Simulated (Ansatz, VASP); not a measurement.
# One calculation of Al2Co, two programs

```
Al Co
1.0
    -2.33398    2.33398    4.25963
     2.33398   -2.33398    4.25963
     2.33398    2.33398   -4.25963
Al Co
4 2
Direct
  0.27814 0.27814 0.00000
  0.02814 0.52814 0.50000
  0.47186 0.97186 0.50000
  0.72186 0.72186 0.00000
  0.00000 0.00000 0.00000
  0.75000 0.25000 0.50000
```

Alike in both runs: functional PBE; k mesh 12 × 12 × 12; occupations gaussian, width 0.1 eV; no spin polarisation.

Ansatz relaxed the structure, and its values are those at the end. VASP's run is a single point on that final structure, the one shown.

|  | VASP | Ansatz |
| --- | --- | --- |
| version | VASP 6.6.1 | Ansatz 0.2.0 |
| potentials or method | VASP PAW PBE potentials, release 64 (Al, Co), cutoff 520 eV | scalar-relativistic, plane waves, PAW |
| valence electrons in the cell | 30 | 46 |

```csv
,VASP,Ansatz,Ansatz less VASP
gap on the k mesh at the Fermi level (eV),none,none,-
pressure (GPa),-0.1,0.0,+0.06
```

A gap of «none» marks a metal or a gap that the smearing closes. VASP's potentials hold 30 valence electrons a cell and Ansatz's 46, so a difference there can come from the potentials and not from the codes.
